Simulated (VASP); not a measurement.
# CoW3 (Cmmm) in VASP: single point with PBEsol

Aim: the single point of CoW3 with PBEsol.

Program: VASP 6.6.1. These are calculated values, not measurements. Logs are shortened: lines on timing, memory, paths and dates and some standing lists are left out, and cuts for length are marked.

### 1 The cell of the first run

Symmetry: Cmmm, No. 65, orthorhombic system. Conventional cell: a = 5.347 Å, b = 5.566 Å, c = 3.858 Å, α = 90.00°, β = 90.00°, γ = 90.00°. Co (site symmetry mmm) has 12 W at 2.67 to 2.78 Å within 3.5 Å. Within 3.5 Å of W (site symmetry mmm) lie 4 Co at 2.67 to 2.78 Å and 8 W at 2.73 Å. Within 3.5 Å of W (site symmetry 2/m) lie 8 W at 2.67 to 2.78 Å and 4 Co at 2.73 Å.

### 2 Single point, PBEsol (strain -0.0400 x Voigt [0, 0, 0, 1, 0, 0])

The input, INCAR:

```
  PREC = Accurate
  ENCUT = 520
  EDIFF = 1E-7
  ISMEAR = 0
  SIGMA = 0.15
  LREAL = F
  LASPH = T
  NELM = 80
  ALGO = Fast
  ISIF = 2
  LWAVE = F
  LCHARG = T
  GGA = PS
  LELF = T
  LVHAR = T
  NBANDS = 34
```

The input, KPOINTS:

```
Automatic mesh
0
Gamma
  12 12 12
```

The input, POSCAR:

```
CoW3
1.0
    3.8582449849      0.0000000000      0.0000000000
    0.0000000000      3.8582449849     -0.0771648997
    0.0000000000     -0.0771648997      3.8582449849
Co W
1 3
Direct
    0.0000000000      0.0000000000      0.0000000000
    0.0000000000      0.5000000000      0.5000000000
    0.5000000000      0.0000000000      0.5000000000
    0.5000000000      0.5000000000      0.0000000000
```

Potentials or basis: VASP PAW PBE potentials, release 64 (Co, W_sv).

Started as:

```
cat potpaw_PBE.64/Co/POTCAR potpaw_PBE.64/W_sv/POTCAR > POTCAR
mpirun -np 1 vasp_std > vasp.out
```

OUTCAR:

```text
PREC = Accurate
   ENCUT = 520
   EDIFF = 1E-7
   ISMEAR = 0
   LREAL = F
   LASPH = T
   NELM = 80
   ISIF = 2
   GGA = PS

 ion  position               nearest neighbor table
   1  0.000  0.000  0.000-   2 2.67   2 2.67   4 2.73   3 2.73   4 2.73   3 2.73   3 2.73   4 2.73
                             3 2.73   4 2.73   2 2.78   2 2.78
   2  0.000  0.500  0.500-   1 2.67   1 2.67   4 2.73   4 2.73   3 2.73   3 2.73   3 2.73   4 2.73
                             4 2.73   3 2.73   1 2.78   1 2.78
   3  0.500  0.000  0.500-   4 2.67   4 2.67   1 2.73   1 2.73   2 2.73   2 2.73   1 2.73   2 2.73
                             1 2.73   2 2.73   4 2.78   4 2.78
   4  0.500  0.500  0.000-   3 2.67   3 2.67   1 2.73   2 2.73   1 2.73   2 2.73   1 2.73   2 2.73
                             2 2.73   1 2.73   3 2.78   3 2.78

  LATTYP: Found a base centered orthorhombic cell.
 ALAT       =     5.3472547369
 B/A-ratio  =     1.0408163265
 C/A-ratio  =     0.7215375318

  Lattice vectors:

 A1 = (   0.0000000000,   3.8582449849,  -0.0771648997)
 A2 = (   0.0000000000,  -0.0771648997,   3.8582449849)
 A3 = (   3.8582449849,   0.0000000000,   0.0000000000)

Analysis of symmetry for initial positions (statically):
=====================================================================
 Subroutine PRICEL returns:
 Original cell was already a primitive cell.

 Routine SETGRP: Setting up the symmetry group for a
 base centered orthorhombic supercell.

 Subroutine GETGRP returns: Found  8 space group operations
 (whereof  8 operations were pure point group operations)
 out of a pool of  8 trial point group operations.

The static configuration has the point symmetry D_2h.

Analysis of symmetry for dynamics (positions and initial velocities):
=====================================================================
 Subroutine PRICEL returns:
 Original cell was already a primitive cell.

 Routine SETGRP: Setting up the symmetry group for a
 base centered orthorhombic supercell.

 Subroutine GETGRP returns: Found  8 space group operations
 (whereof  8 operations were pure point group operations)
 out of a pool of  8 trial point group operations.

The dynamic configuration has the point symmetry D_2h.

 Subroutine INISYM returns: Found  8 space group operations
 (whereof  8 operations are pure point group operations),
 and found     1 'primitive' translations

----------------------------------------------------------------------------------------

                                     Primitive cell

  volume of cell :      57.4111

  direct lattice vectors                    reciprocal lattice vectors
     3.858244985  0.000000000  0.000000000     0.259185201  0.000000000  0.000000000
     0.000000000  3.858244985 -0.077164900     0.000000000  0.259288916  0.005185778
     0.000000000 -0.077164900  3.858244985     0.000000000  0.005185778  0.259288916

  length of vectors
     3.858244985  3.859016557  3.859016557     0.259185201  0.259340769  0.259340769

  position of ions in fractional coordinates (direct lattice)
     0.000000000  0.000000000  0.000000000
     0.000000000  0.500000000  0.500000000
     0.500000000  0.000000000  0.500000000
     0.500000000  0.500000000  0.000000000

  ion indices of the primitive-cell ions
   primitive index   ion index
                 1           1
                 2           2
                 3           3
                 4           4

----------------------------------------------------------------------------------------

 KPOINTS: Automatic mesh

Automatic generation of k-mesh.
 Grid dimensions read from file:
 generate k-points for:   12   12   12

 Generating k-lattice:

  Cartesian coordinates                     Fractional coordinates (reciprocal lattice)
     0.021598767  0.000000000  0.000000000     0.083333333  0.000000000  0.000000000
     0.000000000  0.021607410  0.000432148     0.000000000  0.083333333  0.000000000
     0.000000000  0.000432148  0.021607410     0.000000000  0.000000000  0.083333333

  Length of vectors
     0.021598767  0.021611731  0.021611731

  Shift w.r.t. Gamma in fractional coordinates (k-lattice)
     0.000000000  0.000000000  0.000000000

 Subroutine IBZKPT returns following result:
 ===========================================

 Found    301 irreducible k-points:

 Following reciprocal coordinates:
            Coordinates               Weight
  0.000000  0.000000  0.000000      1.000000
  0.083333  0.000000  0.000000      2.000000
  0.166667  0.000000  0.000000      2.000000
  0.250000  0.000000  0.000000      2.000000
  0.333333  0.000000  0.000000      2.000000
  0.416667  0.000000  0.000000      2.000000
[... 16 lines left out ...]
  0.083333  0.250000 -0.000000      8.000000
  0.166667  0.250000 -0.000000      8.000000
 [... further k-points ...]
   k-points           NKPTS =    301   k-points in BZ     NKDIM =    301   number of bands    NBANDS=     34
   number of dos      NEDOS =    301   number of ions     NIONS =      4
   total plane-waves  NPLWV =  27000
   dimension x,y,z NGX =    30 NGY =   30 NGZ =   30
   dimension x,y,z NGXF=    60 NGYF=   60 NGZF=   60
   ions per type =               1   3
   NGX,Y,Z   is equivalent  to a cutoff of  12.93, 12.92, 12.92 a.u.
   NGXF,Y,Z  is equivalent  to a cutoff of  25.85, 25.85, 25.85 a.u.
 SYSTEM =  unknown system
   PREC   = accura    normal or accurate (medium, high low for compatibility)
   ISTART =      0    job   : 0-new  1-cont  2-samecut
   ICHARG =      2    charge: 1-file 2-atom 10-const
   ISPIN  =      1    spin polarized calculation?
   LNONCOLLINEAR =      F non collinear calculations
   LSORBIT =      F    spin-orbit coupling
   LASPH  =      T    aspherical Exc in radial PAW
   ENCUT  =  520.0 eV  38.22 Ry    6.18 a.u.   7.17  7.18  7.18*2*pi/ulx,y,z
   NELM   =     80;   NELMIN=  2; NELMDL= -5     # of ELM steps
   EDIFF  = 0.1E-06   stopping-criterion for ELM
   LREAL  =      F    real-space projection
   EDIFFG = 0.1E-05   stopping-criterion for IOM
   NSW    =      0    number of steps for IOM
   IBRION =     -1    ionic relax: 0-MD 1-quasi-New 2-CG
   NFREE  =      0    steps in history (QN), initial steepest desc. (CG)
   ISIF   =      2    stress and relaxation
   ISYM   =      2    0-nonsym 1-usesym 2-fastsym
   POTIM  = 0.5000    time-step for ionic-motion
   TEBEG  =    0.0;   TEEND  =   0.0 temperature during run
   PSTRESS=    0.0 pullay stress
   NELECT =      51.0000    total number of electrons
   NUPDOWN=      -1.0000    fix difference up-down
   EMIN   =  10.00;   EMAX   =-10.00  energy-range for DOS
   EFERMI =   0.00;   METHOD = LEGACY
   ISMEAR =     0;   SIGMA  =   0.15  broadening in eV -4-tet -1-fermi 0-gaus
   EFERMI_NEDOS =   21; number of points for ismear=-14 and -15
   IALGO  =     68    algorithm
   IMIX   =      4    mixing-type and parameters
     AMIX     =   0.40;   BMIX     =  1.00
     AMIX_MAG =   1.60;   BMIX_MAG =  1.00
  volume/ion in A,a.u.               =      14.35        96.86
  Fermi-wavevector in a.u.,A,eV,Ry     =   1.573740  2.973938 33.696976  2.476658
  Thomas-Fermi vector in A             =   2.674979
   LORBIT       =      0    0 simple, 1 ext, 2 COOP (PROOUT), +10 PAW based schemes
   GGA     = PS    functional components
   LHFCALC =     F    Hartree Fock is set to
   AEXX    =    0.0000 exact exchange contribution
   IVDW    =     0    specifies the selected vdW correction
   LEPSILON=     F    determine dielectric tensor
   LRPA    =     F    only Hartree local field effects (RPA)
 non-spin polarized calculation
 RMM-DIIS sequential band-by-band and
 Gauss-broadening in eV      SIGMA  =   0.15
  energy-cutoff  :      520.00
  volume of cell :       57.41
 maximum number of plane-waves:      1568
 NGX is ok and might be reduce to    30
   NGX = 15   NGY = 15   NGZ = 15

 number of electron      51.0000021 magnetization

 Free energy of the ion-electron system (eV)
  ---------------------------------------------------
  ext. energy  EPLUGINS =         0.00000000
  ---------------------------------------------------
  free energy    TOTEN  =       -48.11814214 eV

  energy without entropy =      -48.06542381  energy(sigma->0) =      -48.09178298

 E-fermi :  10.8272     XC(G=0): -13.8125

 val. band max:       10.8265798189   @ k =   0.1667   0.4167  -0.0000
 cond. band min:      10.8291351715   @ k =   0.4167   0.5000   0.4167
 fundamental gap:      0.0025553526
 Fermi energy:        10.8271598579

 k-point     1 :       0.0000    0.0000    0.0000
  band No.  band energies     occupation
      1     -62.7762      2.00000
      2     -62.5885      2.00000
      3     -62.5826      2.00000
      4     -27.6119      2.00000
      5     -27.5314      2.00000
      6     -27.4613      2.00000
[... 26 lines left out ...]
     33      16.7524      0.00000
     34      17.7122      0.00000

 k-point     2 :       0.0833    0.0000    0.0000
  band No.  band energies     occupation
      1     -62.7733      2.00000
      2     -62.5914      2.00000
      3     -62.5826      2.00000
      4     -27.6017      2.00000
      5     -27.5146      2.00000
      6     -27.4501      2.00000
[... 26 lines left out ...]
     33      16.5730      0.00000
     34      17.6429      0.00000

 k-point     3 :       0.1667    0.0000    0.0000
  band No.  band energies     occupation
      1     -62.7650      2.00000
      2     -62.5998      2.00000
      3     -62.5825      2.00000
      4     -27.5725      2.00000
      5     -27.4652      2.00000
      6     -27.4174      2.00000
[... 26 lines left out ...]
     33      16.0663      0.00000
     34      17.8177      0.00000
[... 704 lines left out ...]
 k-point    23 :       0.0833    0.2500   -0.0000
  band No.  band energies     occupation
      1     -62.7493      2.00000
      2     -62.6092      2.00000
      3     -62.5885      2.00000
      4     -27.4934      2.00000
      5     -27.4322      2.00000
      6     -27.3215      2.00000
[... 26 lines left out ...]
     33      15.4461      0.00000
     34      17.2601      0.00000

 k-point    24 :       0.1667    0.2500   -0.0000
  band No.  band energies     occupation
      1     -62.7420      2.00000
      2     -62.6117      2.00000
      3     -62.5933      2.00000
      4     -27.5119      2.00000
      5     -27.4001      2.00000
      6     -27.2498      2.00000
[... 26 lines left out ...]
     33      15.4088      0.00000
     34      16.4964      0.00000

 [... further k-points ...]

------------------------ aborting loop because EDIFF is reached ----------------------------------------

  FORCE on cell =-STRESS in cart. coord.  units (eV):
  Direction    XX          YY          ZZ          XY          YZ          ZX
  --------------------------------------------------------------------------------------
  -------------------------------------------------------------------------------------
  Total        0.2942564      0.4200128      0.4200128      0.0000000      1.8579057      0.0000000
  in kB        8.2118472     11.7213452     11.7213452      0.0000000     51.8487860      0.0000000
  external PRESSURE =      10.5515125 kB  Pullay stress =       0.0000000 kB

 VOLUME and BASIS-vectors are now :
 -----------------------------------------------------------------------------
  energy-cutoff  :      520.00
  volume of cell :       57.41
      direct lattice vectors                 reciprocal lattice vectors
     3.858244985  0.000000000  0.000000000     0.259185201  0.000000000  0.000000000
     0.000000000  3.858244985 -0.077164900     0.000000000  0.259288916  0.005185778
     0.000000000 -0.077164900  3.858244985     0.000000000  0.005185778  0.259288916

 POSITION                                       TOTAL-FORCE (eV/Angst)
 -----------------------------------------------------------------------------------
      0.00000      0.00000      0.00000         0.000000      0.000000      0.000000
      0.00000      1.89054      1.89054         0.000000     -0.000000      0.000000
      1.92912     -0.03858      1.92912         0.000000     -0.000000      0.000000
      1.92912      1.92912     -0.03858         0.000000      0.000000      0.000000
 -----------------------------------------------------------------------------------
    total drift:                                0.000000      0.000000     -0.000000

  FREE ENERGIE OF THE ION-ELECTRON SYSTEM (eV)
  ---------------------------------------------------
  free  energy   TOTEN  =       -48.1181421428 eV

  energy  without entropy=      -48.0654238111  energy(sigma->0) =      -48.09178298
```

It took 5.5 min on 1 thread of Intel Xeon 6975P-C (Granite Rapids), shared host; peak memory 0.54 GiB.

Results:

| Quantity | Value |
| --- | --- |
| Free energy | -48.1181 eV |
| Pressure | 1.1 GPa |
| Band gap on the k mesh | zero (an odd number of electrons rules out a gap without spin polarisation) |

Stress tensor (GPa, compression positive):
```
0.82 0.00 0.00
0.00 1.17 5.18
0.00 5.18 1.17
```

Levels at points of the mesh, in eV from the Fermi level:
```csv
k point,band 22,band 23,band 24,band 25,band 26,band 27,band 28,band 29
"(0.00, 0.00, 0.00)",-0.88,0.40,0.41,2.83,3.01,3.16,3.17,3.18
"(0.50, 0.00, 0.00)",-1.87,-1.07,0.04,0.12,0.38,0.65,1.01,1.57
"(0.00, 0.50, 0.00)",-1.98,-1.07,0.04,0.24,0.25,0.65,1.00,1.87
"(0.50, 0.50, 0.00)",-2.02,-2.01,-1.85,-0.99,0.57,0.58,1.01,1.01
"(0.00, 0.50, 0.50)",-2.00,-1.92,-1.83,-1.01,0.48,0.57,0.70,1.13
"(0.50, 0.50, 0.50)",-1.13,-0.77,-0.58,0.34,0.46,0.72,1.34,2.35
```

Caveat: the cell differs from its parent crystal (strain -0.0400 x Voigt [0, 0, 0, 1, 0, 0]); the PAW data sets were made with another functional, which shifts forces and pressure a little; spin-orbit coupling is left out, which moves the levels of the heavy elements; the run has no spin polarisation, though such a crystal can be magnetic. Spin polarisation is off, so any magnetic state and its effect on volume and gap are missing.
